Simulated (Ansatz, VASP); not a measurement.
Al3Cu2 in VASP and in Ansatz

Contents of INCAR:

```
ALGO = Fast
EDIFF = 1E-6
ENCUT = 520
GGA = PS
ISIF = 2
ISMEAR = 0
LASPH = T
LCHARG = F
LREAL = F
LWAVE = F
NBANDS = 24
NELM = 80
PREC = Accurate
SIGMA = 0.15
```

Contents of KPOINTS:

```
k-points
0
Gamma
  12 12 10
```

The input POSCAR:

```
Al3Cu2
1.0
    4.3445007375      0.0000000000      0.0000000000
   -2.1722503687      3.7624480054      0.0000000000
    0.0000000000      0.0000000000      4.9821008425
Al Cu
3 2
Direct
    0.0000000000      0.0000000000      0.0000000000
    0.3333333333      0.6666666667      0.3515059809
    0.6666666667      0.3333333333      0.6484940191
    0.3333333333      0.6666666667      0.8422899817
    0.6666666667      0.3333333333      0.1577100183
```

Input for Ansatz:

```yaml
crystal:
  lattice:
    - [4.3445007375, 0.0, 0.0]
    - [-2.1722503687, 3.7624480054, 0.0]
    - [0.0, 0.0, 4.9821008425]
  atoms:
    - { symbol: Al, position: [0.0, 0.0, 0.0] }
    - { symbol: Al, position: [0.3333333333, 0.6666666667, 0.3515059809] }
    - { symbol: Al, position: [0.6666666667, 0.3333333333, 0.6484940191] }
    - { symbol: Cu, position: [0.3333333333, 0.6666666667, 0.8422899817] }
    - { symbol: Cu, position: [0.6666666667, 0.3333333333, 0.1577100183] }
basis:
  ecutwfc: 420
kpoints:
  mp_grid: { grid: [12, 12, 10] }
hamiltonian:
  xc: pbesol
scf:
  occupations: { method: gaussian, width: 0.15 }
output:
  forces: true
  stress: true
  eigenvalues: true
```

Change from the starting cell: strain +0.0600 x Voigt [1, 1, 0, 0, 0, 0], atoms carried along.

Alike in both runs: task single point; functional PBEsol; k mesh 12 × 12 × 10; occupations gaussian, width 0.15 eV; no spin polarisation.

```csv
,VASP,Ansatz
version,VASP 6.6.1,Ansatz 0.2.0
potentials or method,"VASP PAW PBE potentials, release 64 (Al, Cu), cutoff 520 eV","scalar-relativistic, plane waves, PAW"
valence electrons in the cell,31,47
```

|  | VASP | Ansatz | Ansatz less VASP |
| --- | --- | --- | --- |
| gap on the k mesh at the Fermi level (eV) | none | none | - |
| pressure (GPa) | -8.7 | -9.3 | -0.58 |
| traceless stress, the component that is largest in VASP (GPa) | 4.69 | 4.67 | -0.014 |
| rms of the force components (eV/Å) | 0.066 | 0.067 | +0.0007 |

VASP's potentials were made for PBE, not for PBEsol. Atom by atom the forces differ by 0.002 eV/Å (rms over components). A gap of «none» marks a metal or a gap that the smearing closes. VASP's potentials hold 31 valence electrons a cell and Ansatz's 47, so a difference there can come from the potentials and not from the codes.
